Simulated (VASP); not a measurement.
# Mg (Pm-3m) in VASP: a series of runs, part 2 of 2

VASP 6.6.1. The steps go on from the part before.

### Step 4. Single point, PBEsol (volume scaled by 0.85)

The input, INCAR:

```
SYSTEM = Mg
ALGO = Normal
EDIFF = 1E-6
ENCUT = 520
GGA = PS
ISIF = 2
ISMEAR = -1
LASPH = .TRUE.
LCHARG = .TRUE.
LELF = .TRUE.
LREAL = .FALSE.
LVHAR = .TRUE.
LWAVE = .FALSE.
NBANDS = 7
NELM = 80
PREC = Accurate
SIGMA = 0.1
```

The input, KPOINTS:

```
k-points
0
G
  13 13 13
  0 0 0
```

The input, POSCAR:

```
Mg
1.0
    2.8400785083      0.0000000000      0.0000000000
    0.0000000000      2.8400785083      0.0000000000
    0.0000000000      0.0000000000      2.8400785083
Mg
1
Direct
    0.0000000000      0.0000000000      0.0000000000
```

Potentials or basis: VASP PAW PBE potentials, release 64 (Mg).

Launch:

```sh
$ cat potpaw_PBE.64/Mg/POTCAR > POTCAR
$ mpirun -np 1 vasp_std > vasp.out
```

OUTCAR:

```text
SYSTEM = Mg
   EDIFF = 1E-6
   ENCUT = 520
   GGA = PS
   ISIF = 2
   ISMEAR = -1
   LASPH = .TRUE.
   LREAL = .FALSE.
   NELM = 80
   PREC = Accurate

 ion  position               nearest neighbor table
   1  0.000  0.000  0.000-

  LATTYP: Found a simple cubic cell.
 ALAT       =     2.8400785083

  Lattice vectors:

 A1 = (   2.8400785083,   0.0000000000,   0.0000000000)
 A2 = (   0.0000000000,   2.8400785083,   0.0000000000)
 A3 = (   0.0000000000,   0.0000000000,   2.8400785083)

Analysis of symmetry for initial positions (statically):
=====================================================================
 Subroutine PRICEL returns:
 Original cell was already a primitive cell.

 Routine SETGRP: Setting up the symmetry group for a
 simple cubic supercell.

 Subroutine GETGRP returns: Found 48 space group operations
 (whereof 48 operations were pure point group operations)
 out of a pool of 48 trial point group operations.

The static configuration has the point symmetry O_h .

Analysis of symmetry for dynamics (positions and initial velocities):
=====================================================================
 Subroutine PRICEL returns:
 Original cell was already a primitive cell.

 Routine SETGRP: Setting up the symmetry group for a
 simple cubic supercell.

 Subroutine GETGRP returns: Found 48 space group operations
 (whereof 48 operations were pure point group operations)
 out of a pool of 48 trial point group operations.

The dynamic configuration has the point symmetry O_h .

 Subroutine INISYM returns: Found 48 space group operations
 (whereof 48 operations are pure point group operations),
 and found     1 'primitive' translations

----------------------------------------------------------------------------------------

                                     Primitive cell

  volume of cell :      22.9082

  direct lattice vectors                    reciprocal lattice vectors
     2.840078508  0.000000000  0.000000000     0.352102943  0.000000000  0.000000000
     0.000000000  2.840078508  0.000000000     0.000000000  0.352102943  0.000000000
     0.000000000  0.000000000  2.840078508     0.000000000  0.000000000  0.352102943

  length of vectors
     2.840078508  2.840078508  2.840078508     0.352102943  0.352102943  0.352102943

  position of ions in fractional coordinates (direct lattice)
     0.000000000  0.000000000  0.000000000

  ion indices of the primitive-cell ions
   primitive index   ion index
                 1           1

----------------------------------------------------------------------------------------

 KPOINTS: k-points

Automatic generation of k-mesh.
 Grid dimensions read from file:
 generate k-points for:   13   13   13

 Generating k-lattice:

  Cartesian coordinates                     Fractional coordinates (reciprocal lattice)
     0.027084842  0.000000000  0.000000000     0.076923077  0.000000000  0.000000000
     0.000000000  0.027084842  0.000000000     0.000000000  0.076923077  0.000000000
     0.000000000  0.000000000  0.027084842     0.000000000  0.000000000  0.076923077

  Length of vectors
     0.027084842  0.027084842  0.027084842

  Shift w.r.t. Gamma in fractional coordinates (k-lattice)
     0.000000000  0.000000000  0.000000000

 Subroutine IBZKPT returns following result:
 ===========================================

 Found     84 irreducible k-points:

 Following reciprocal coordinates:
            Coordinates               Weight
  0.000000  0.000000  0.000000      1.000000
  0.076923  0.000000  0.000000      6.000000
  0.153846  0.000000  0.000000      6.000000
  0.230769  0.000000  0.000000      6.000000
  0.307692  0.000000  0.000000      6.000000
  0.384615  0.000000  0.000000      6.000000
[... 16 lines left out ...]
  0.307692  0.307692  0.000000     12.000000
  0.384615  0.307692  0.000000     24.000000
 [... further k-points ...]
   k-points           NKPTS =     84   k-points in BZ     NKDIM =     84   number of bands    NBANDS=      7
   number of dos      NEDOS =    301   number of ions     NIONS =      1
   total plane-waves  NPLWV =  13824
   dimension x,y,z NGX =    24 NGY =   24 NGZ =   24
   dimension x,y,z NGXF=    48 NGYF=   48 NGZF=   48
   ions per type =               1
   NGX,Y,Z   is equivalent  to a cutoff of  14.05, 14.05, 14.05 a.u.
   NGXF,Y,Z  is equivalent  to a cutoff of  28.10, 28.10, 28.10 a.u.
 SYSTEM =  Mg
   PREC   = accura    normal or accurate (medium, high low for compatibility)
   ISTART =      0    job   : 0-new  1-cont  2-samecut
   ICHARG =      2    charge: 1-file 2-atom 10-const
   ISPIN  =      1    spin polarized calculation?
   LNONCOLLINEAR =      F non collinear calculations
   LSORBIT =      F    spin-orbit coupling
   LASPH  =      T    aspherical Exc in radial PAW
   ENCUT  =  520.0 eV  38.22 Ry    6.18 a.u.   5.28  5.28  5.28*2*pi/ulx,y,z
   NELM   =     80;   NELMIN=  2; NELMDL= -5     # of ELM steps
   EDIFF  = 0.1E-05   stopping-criterion for ELM
   LREAL  =      F    real-space projection
   EDIFFG = 0.1E-04   stopping-criterion for IOM
   NSW    =      0    number of steps for IOM
   IBRION =     -1    ionic relax: 0-MD 1-quasi-New 2-CG
   NFREE  =      0    steps in history (QN), initial steepest desc. (CG)
   ISIF   =      2    stress and relaxation
   ISYM   =      2    0-nonsym 1-usesym 2-fastsym
   POTIM  = 0.5000    time-step for ionic-motion
   TEBEG  =    0.0;   TEEND  =   0.0 temperature during run
   PSTRESS=    0.0 pullay stress
   NELECT =       2.0000    total number of electrons
   NUPDOWN=      -1.0000    fix difference up-down
   EMIN   =  10.00;   EMAX   =-10.00  energy-range for DOS
   EFERMI =   0.00;   METHOD = LEGACY
   ISMEAR =    -1;   SIGMA  =   0.10  broadening in eV -4-tet -1-fermi 0-gaus
   EFERMI_NEDOS =   21; number of points for ismear=-14 and -15
   IALGO  =     38    algorithm
   IMIX   =      4    mixing-type and parameters
     AMIX     =   0.40;   BMIX     =  1.00
     AMIX_MAG =   1.60;   BMIX_MAG =  1.00
  volume/ion in A,a.u.               =      22.91       154.59
  Fermi-wavevector in a.u.,A,eV,Ry     =   0.726253  1.372419  7.176299  0.527443
  Thomas-Fermi vector in A             =   1.817179
   LORBIT       =      0    0 simple, 1 ext, 2 COOP (PROOUT), +10 PAW based schemes
   GGA     = PS    functional components
   LHFCALC =     F    Hartree Fock is set to
   AEXX    =    0.0000 exact exchange contribution
   IVDW    =     0    specifies the selected vdW correction
   LEPSILON=     F    determine dielectric tensor
   LRPA    =     F    only Hartree local field effects (RPA)
 non-spin polarized calculation
  energy-cutoff  :      520.00
  volume of cell :       22.91
 maximum number of plane-waves:       630
 NGX is ok and might be reduce to    24
   NGX = 11   NGY = 11   NGZ = 11

 number of electron       2.0000000 magnetization

 Free energy of the ion-electron system (eV)
  ---------------------------------------------------
  ext. energy  EPLUGINS =         0.00000000
  ---------------------------------------------------
  free energy    TOTEN  =        -1.27301530 eV

  energy without entropy =       -1.25640344  energy(sigma->0) =       -1.26470937

 E-fermi :   2.5813     XC(G=0):  -8.5209

 val. band max:        2.5588438541   @ k =   0.3846   0.0769   0.0000
 cond. band min:       2.6543506791   @ k =   0.4615   0.3077   0.0769
 fundamental gap:      0.0955068250
 Fermi energy:         2.5813071359

 k-point     1 :       0.0000    0.0000    0.0000
  band No.  band energies     occupation
      1      -4.3640      2.00000
      2      11.3116      0.00000
      3      11.3116      0.00000
      4      13.3867      0.00000
      5      13.3867      0.00000
      6      13.3867      0.00000
      7      18.5742      0.00000

 k-point     2 :       0.0769    0.0000    0.0000
  band No.  band energies     occupation
      1      -4.2535      2.00000
      2      10.0261      0.00000
      3      11.4091      0.00000
      4      13.4749      0.00000
      5      13.4749      0.00000
      6      14.3961      0.00000
      7      19.1012      0.00000
[... 201 lines left out ...]
 k-point    23 :       0.3077    0.3077    0.0000
  band No.  band energies     occupation
      1      -0.8877      2.00000
      2       5.2448      0.00000
      3       6.5308      0.00000
      4      12.2407      0.00000
      5      16.2085      0.00000
      6      17.7037      0.00000
      7      21.0050      0.00000

 k-point    24 :       0.3846    0.3077    0.0000
  band No.  band energies     occupation
      1       0.0667      2.00000
      2       4.0257      0.00000
      3       6.9446      0.00000
      4      10.6782      0.00000
      5      16.9896      0.00000
      6      18.5656      0.00000
      7      20.1388      0.00000

 [... further k-points ...]
[... 5 lines left out ...]
  --------------------------------------------------------------------------------------
  -------------------------------------------------------------------------------------
  Total        0.7641737      0.7641737      0.7641737      0.0000000      0.0000000      0.0000000
  in kB       53.4455587     53.4455587     53.4455587      0.0000000      0.0000000      0.0000000
  external PRESSURE =      53.4455587 kB  Pullay stress =       0.0000000 kB

 VOLUME and BASIS-vectors are now :
 -----------------------------------------------------------------------------
  energy-cutoff  :      520.00
  volume of cell :       22.91
      direct lattice vectors                 reciprocal lattice vectors
     2.840078508  0.000000000  0.000000000     0.352102943  0.000000000  0.000000000
     0.000000000  2.840078508  0.000000000     0.000000000  0.352102943  0.000000000
     0.000000000  0.000000000  2.840078508     0.000000000  0.000000000  0.352102943

 POSITION                                       TOTAL-FORCE (eV/Angst)
 -----------------------------------------------------------------------------------
      0.00000      0.00000      0.00000         0.000000      0.000000      0.000000
 -----------------------------------------------------------------------------------
    total drift:                               -0.000000      0.000000      0.000000

  FREE ENERGIE OF THE ION-ELECTRON SYSTEM (eV)
  ---------------------------------------------------
  free  energy   TOTEN  =        -1.2730152992 eV

  energy  without entropy=       -1.2564034441  energy(sigma->0) =       -1.26470937
```

Run time: 4.9 s. Hardware: 1 thread of Intel Xeon Platinum 8488C (Sapphire Rapids), shared host; peak memory 0.14 GiB.

What came out:

```yaml
Free_energy: -1.2730 eV
Pressure: 5.3 GPa
Band_gap_on_the_k_mesh: zero (band 1 reaches 6.70 eV, above the bottom of band 2 at 0.90 eV)
```

Caveat: the PAW data sets were made with another functional, which shifts forces and pressure a little.
